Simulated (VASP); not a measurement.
# Rh (P6_3/mmc) in VASP: notebook

Rh is run at these levels: PBE, PBE+U; tasks: single point.

Everything below comes from runs of VASP 6.6.1. Logs are shortened: lines on timing, memory, paths and dates and some standing lists are left out, and cuts for length are marked.

### 1 The cell of the first run

Symmetry: P6_3/mmc, No. 194, hexagonal system. Conventional cell: a = 2.731 Å, b = 2.731 Å, c = 4.428 Å, α = 90.00°, β = 90.00°, γ = 120.00°. Within 3.6 Å of Rh (site symmetry -6m2) lie 12 Rh at 2.72 to 2.73 Å.

### 2 Single point, PBE

INCAR

```
PREC = Accurate
ENCUT = 520
EDIFF = 1E-6
ISMEAR = 0
SIGMA = 0.1
LREAL = F
LASPH = T
NELM = 60
ALGO = Fast
ISIF = 2
LWAVE = F
LCHARG = F
GGA = PE
NBANDS = 22
```

KPOINTS

```
regular mesh
0
Gamma
  4 4 2
```

POSCAR

```
Rh
1.0
    2.7309790422      0.0000000000      0.0000000000
   -1.3654895211      2.3650972278      0.0000000000
    0.0000000000      0.0000000000      4.4284890000
Rh
2
Direct
    0.6666666667      0.3333333333      0.7500000000
    0.3333333333      0.6666666667      0.2500000000
```

Potentials or basis: VASP PAW PBE potentials, release 64 (Rh_pv).

Run with:

```console
$ cat potpaw_PBE.64/Rh_pv/POTCAR > POTCAR
$ mpirun -np 1 vasp_std > vasp.out
```

OUTCAR:

```text
PREC = Accurate
   ENCUT = 520
   EDIFF = 1E-6
   ISMEAR = 0
   LREAL = F
   LASPH = T
   NELM = 60
   ISIF = 2
   GGA = PE

 ion  position               nearest neighbor table
   1  0.667  0.333  0.750-   2 2.72   2 2.72   2 2.72   2 2.72   2 2.72   2 2.72
   2  0.333  0.667  0.250-   1 2.72   1 2.72   1 2.72   1 2.72   1 2.72   1 2.72

  LATTYP: Found a hexagonal cell.
 ALAT       =     2.7309790422
 C/A-ratio  =     1.6215756077

  Lattice vectors:

 A1 = (   2.7309790422,   0.0000000000,   0.0000000000)
 A2 = (  -1.3654895211,   2.3650972278,   0.0000000000)
 A3 = (   0.0000000000,   0.0000000000,   4.4284890000)

Analysis of symmetry for initial positions (statically):
=====================================================================
 Subroutine PRICEL returns:
 Original cell was already a primitive cell.

 Routine SETGRP: Setting up the symmetry group for a
 hexagonal supercell.

 Subroutine GETGRP returns: Found 24 space group operations
 (whereof 12 operations were pure point group operations)
 out of a pool of 24 trial point group operations.

The static configuration has the point symmetry D_3d.
 The point group associated with its full space group is D_6h.

Analysis of symmetry for dynamics (positions and initial velocities):
=====================================================================
 Subroutine PRICEL returns:
 Original cell was already a primitive cell.

 Routine SETGRP: Setting up the symmetry group for a
 hexagonal supercell.

 Subroutine GETGRP returns: Found 24 space group operations
 (whereof 12 operations were pure point group operations)
 out of a pool of 24 trial point group operations.

The dynamic configuration has the point symmetry D_3d.
 The point group associated with its full space group is D_6h.

 Subroutine INISYM returns: Found 24 space group operations
 (whereof 12 operations are pure point group operations),
 and found     1 'primitive' translations

----------------------------------------------------------------------------------------

                                     Primitive cell

  volume of cell :      28.6037

  direct lattice vectors                    reciprocal lattice vectors
     2.730979042  0.000000000  0.000000000     0.366169049  0.211407799  0.000000000
    -1.365489521  2.365097228  0.000000000     0.000000000  0.422815599  0.000000000
     0.000000000  0.000000000  4.428489000     0.000000000  0.000000000  0.225810655

  length of vectors
     2.730979042  2.730979042  4.428489000     0.422815599  0.422815599  0.225810655

  position of ions in fractional coordinates (direct lattice)
     0.666666667  0.333333333  0.750000000
     0.333333333  0.666666667  0.250000000

  ion indices of the primitive-cell ions
   primitive index   ion index
                 1           1
                 2           2

----------------------------------------------------------------------------------------

 KPOINTS: regular mesh

Automatic generation of k-mesh.
 Grid dimensions read from file:
 generate k-points for:    4    4    2

 Generating k-lattice:

  Cartesian coordinates                     Fractional coordinates (reciprocal lattice)
     0.091542262  0.052851950  0.000000000     0.250000000  0.000000000  0.000000000
     0.000000000  0.105703900  0.000000000     0.000000000  0.250000000  0.000000000
     0.000000000  0.000000000  0.112905327     0.000000000  0.000000000  0.500000000

  Length of vectors
     0.105703900  0.105703900  0.112905327

  Shift w.r.t. Gamma in fractional coordinates (k-lattice)
     0.000000000  0.000000000  0.000000000

 Subroutine IBZKPT returns following result:
 ===========================================

 Found      8 irreducible k-points:

 Following reciprocal coordinates:
            Coordinates               Weight
  0.000000  0.000000  0.000000      1.000000
  0.250000 -0.000000  0.000000      6.000000
  0.500000 -0.000000  0.000000      3.000000
  0.250000  0.250000  0.000000      6.000000
  0.000000  0.000000  0.500000      1.000000
  0.250000 -0.000000  0.500000      6.000000
  0.500000 -0.000000  0.500000      3.000000
  0.250000  0.250000  0.500000      6.000000
   k-points           NKPTS =      8   k-points in BZ     NKDIM =      8   number of bands    NBANDS=     22
   number of dos      NEDOS =    301   number of ions     NIONS =      2
   total plane-waves  NPLWV =  14400
   dimension x,y,z NGX =    20 NGY =   20 NGZ =   36
   dimension x,y,z NGXF=    40 NGYF=   40 NGZF=   72
   ions per type =               2
   NGX,Y,Z   is equivalent  to a cutoff of  12.17, 12.17, 13.51 a.u.
   NGXF,Y,Z  is equivalent  to a cutoff of  24.35, 24.35, 27.03 a.u.
 SYSTEM =  unknown system
   PREC   = accura    normal or accurate (medium, high low for compatibility)
   ISTART =      0    job   : 0-new  1-cont  2-samecut
   ICHARG =      2    charge: 1-file 2-atom 10-const
   ISPIN  =      1    spin polarized calculation?
   LNONCOLLINEAR =      F non collinear calculations
   LSORBIT =      F    spin-orbit coupling
   LASPH  =      T    aspherical Exc in radial PAW
   ENCUT  =  520.0 eV  38.22 Ry    6.18 a.u.   5.08  5.08  8.23*2*pi/ulx,y,z
   NELM   =     60;   NELMIN=  2; NELMDL= -5     # of ELM steps
   EDIFF  = 0.1E-05   stopping-criterion for ELM
   LREAL  =      F    real-space projection
   EDIFFG = 0.1E-04   stopping-criterion for IOM
   NSW    =      0    number of steps for IOM
   IBRION =     -1    ionic relax: 0-MD 1-quasi-New 2-CG
   NFREE  =      0    steps in history (QN), initial steepest desc. (CG)
   ISIF   =      2    stress and relaxation
   ISYM   =      2    0-nonsym 1-usesym 2-fastsym
   POTIM  = 0.5000    time-step for ionic-motion
   TEBEG  =    0.0;   TEEND  =   0.0 temperature during run
   PSTRESS=    0.0 pullay stress
   NELECT =      30.0000    total number of electrons
   NUPDOWN=      -1.0000    fix difference up-down
   EMIN   =  10.00;   EMAX   =-10.00  energy-range for DOS
   EFERMI =   0.00;   METHOD = LEGACY
   ISMEAR =     0;   SIGMA  =   0.10  broadening in eV -4-tet -1-fermi 0-gaus
   EFERMI_NEDOS =   21; number of points for ismear=-14 and -15
   IALGO  =     68    algorithm
   IMIX   =      4    mixing-type and parameters
     AMIX     =   0.40;   BMIX     =  1.00
     AMIX_MAG =   1.60;   BMIX_MAG =  1.00
  volume/ion in A,a.u.               =      14.30        96.51
  Fermi-wavevector in a.u.,A,eV,Ry     =   1.663314  3.143208 37.642066  2.766614
  Thomas-Fermi vector in A             =   2.750053
   LORBIT       =      0    0 simple, 1 ext, 2 COOP (PROOUT), +10 PAW based schemes
   GGA     = PE    functional components
   LHFCALC =     F    Hartree Fock is set to
   AEXX    =    0.0000 exact exchange contribution
   IVDW    =     0    specifies the selected vdW correction
   LEPSILON=     F    determine dielectric tensor
   LRPA    =     F    only Hartree local field effects (RPA)
 non-spin polarized calculation
 RMM-DIIS sequential band-by-band and
 Gauss-broadening in eV      SIGMA  =   0.10
  energy-cutoff  :      520.00
  volume of cell :       28.60
 maximum number of plane-waves:       785
   NGX = 11   NGY = 11   NGZ = 17

 number of electron      30.0000009 magnetization

 Free energy of the ion-electron system (eV)
  ---------------------------------------------------
  ext. energy  EPLUGINS =         0.00000000
  ---------------------------------------------------
  free energy    TOTEN  =       -14.75442908 eV

  energy without entropy =      -14.74017968  energy(sigma->0) =      -14.74730438

 E-fermi :  11.5943     XC(G=0): -13.7675

 val. band max:       11.5736436358   @ k =   0.2500   0.2500   0.0000
 cond. band min:      11.7248695319   @ k =   0.2500   0.2500   0.0000
 fundamental gap:      0.1512258961
 Fermi energy:        11.5942530326

 k-point     1 :       0.0000    0.0000    0.0000
  band No.  band energies     occupation
      1     -35.7001      2.00000
      2     -35.1405      2.00000
      3     -35.1405      2.00000
      4     -35.0483      2.00000
      5     -35.0476      2.00000
      6     -35.0476      2.00000
[... 14 lines left out ...]
     21      29.3286      0.00000
     22      29.9486      0.00000

 k-point     2 :       0.2500   -0.0000    0.0000
  band No.  band energies     occupation
      1     -35.5856      2.00000
      2     -35.3796      2.00000
      3     -35.2892      2.00000
      4     -35.2150      2.00000
      5     -35.1011      2.00000
      6     -35.0887      2.00000
[... 14 lines left out ...]
     21      27.9365      0.00000
     22      28.5119      0.00000

 k-point     3 :       0.5000   -0.0000    0.0000
  band No.  band energies     occupation
      1     -35.6193      2.00000
      2     -35.5182      2.00000
      3     -35.4182      2.00000
      4     -35.2852      2.00000
      5     -35.2064      2.00000
      6     -35.1331      2.00000
[... 14 lines left out ...]
     21      24.1968      0.00000
     22      25.1019      0.00000

 k-point     4 :       0.2500    0.2500    0.0000
  band No.  band energies     occupation
      1     -35.5169      2.00000
      2     -35.4746      2.00000
      3     -35.4200      2.00000
      4     -35.3310      2.00000
      5     -35.2392      2.00000
      6     -35.2046      2.00000
[... 14 lines left out ...]
     21      21.9744      0.00000
     22      26.8161      0.00000

 k-point     5 :       0.0000    0.0000    0.5000
  band No.  band energies     occupation
      1     -35.3798      2.00000
      2     -35.3798      2.00000
      3     -35.0941      2.00000
      4     -35.0941      2.00000
      5     -35.0941      2.00000
      6     -35.0941      2.00000
[... 14 lines left out ...]
     21      28.2400      0.00000
     22      28.2401      0.00000

 k-point     6 :       0.2500   -0.0000    0.5000
  band No.  band energies     occupation
      1     -35.4685      2.00000
      2     -35.4685      2.00000
      3     -35.2108      2.00000
      4     -35.2108      2.00000
      5     -35.1521      2.00000
      6     -35.1521      2.00000
[... 14 lines left out ...]
     21      27.1197      0.00000
     22      27.1197      0.00000

 k-point     7 :       0.5000   -0.0000    0.5000
  band No.  band energies     occupation
      1     -35.6584      2.00000
      2     -35.6584      2.00000
      3     -35.2203      2.00000
      4     -35.2203      2.00000
      5     -35.2096      2.00000
      6     -35.2096      2.00000
[... 14 lines left out ...]
     21      27.6159      0.00000
     22      27.6161      0.00000

 k-point     8 :       0.2500    0.2500    0.5000
  band No.  band energies     occupation
      1     -35.5789      2.00000
      2     -35.5789      2.00000
      3     -35.3389      2.00000
      4     -35.3389      2.00000
      5     -35.1734      2.00000
      6     -35.1734      2.00000
[... 14 lines left out ...]
     21      23.4003      0.00000
     22      23.4003      0.00000

------------------------ aborting loop because EDIFF is reached ----------------------------------------

  FORCE on cell =-STRESS in cart. coord.  units (eV):
  Direction    XX          YY          ZZ          XY          YZ          ZX
  --------------------------------------------------------------------------------------
  -------------------------------------------------------------------------------------
  Total       -1.5934159     -1.5934159      0.1446764      0.0000000     -0.0000000      0.0000000
  in kB      -89.2517593    -89.2517593      8.1037354      0.0000000     -0.0000000      0.0000000
  external PRESSURE =     -56.7999277 kB  Pullay stress =       0.0000000 kB

 VOLUME and BASIS-vectors are now :
 -----------------------------------------------------------------------------
  energy-cutoff  :      520.00
  volume of cell :       28.60
      direct lattice vectors                 reciprocal lattice vectors
     2.730979042  0.000000000  0.000000000     0.366169049  0.211407799  0.000000000
    -1.365489521  2.365097228  0.000000000     0.000000000  0.422815599  0.000000000
     0.000000000  0.000000000  4.428489000     0.000000000  0.000000000  0.225810655

 POSITION                                       TOTAL-FORCE (eV/Angst)
 -----------------------------------------------------------------------------------
      1.36549      0.78837      3.32137        -0.000000     -0.000000      0.000000
     -0.00000      1.57673      1.10712         0.000000      0.000000      0.000000
 -----------------------------------------------------------------------------------
    total drift:                               -0.000000      0.000000     -0.000000

  FREE ENERGIE OF THE ION-ELECTRON SYSTEM (eV)
  ---------------------------------------------------
  free  energy   TOTEN  =       -14.7544290833 eV

  energy  without entropy=      -14.7401796811  energy(sigma->0) =      -14.74730438
```

Run time: 4.3 s. Hardware: 1 thread of AMD EPYC 9R45 (Zen 5), shared host; peak memory 0.1 GiB.

Results:

| Item | Value |
| --- | --- |
| Free energy | -14.7544 eV |
| Pressure | -5.7 GPa |
| Band gap on the k mesh | zero (band 15 reaches 11.90 eV, above the bottom of band 16 at 10.26 eV) |

Stress tensor (GPa, compression positive):
```
-8.93  0.00  0.00
 0.00 -8.93  0.00
 0.00  0.00  0.81
```

Caveat: the k points lie up to 0.71 Å⁻¹ apart.

[end of part 1 of 2]
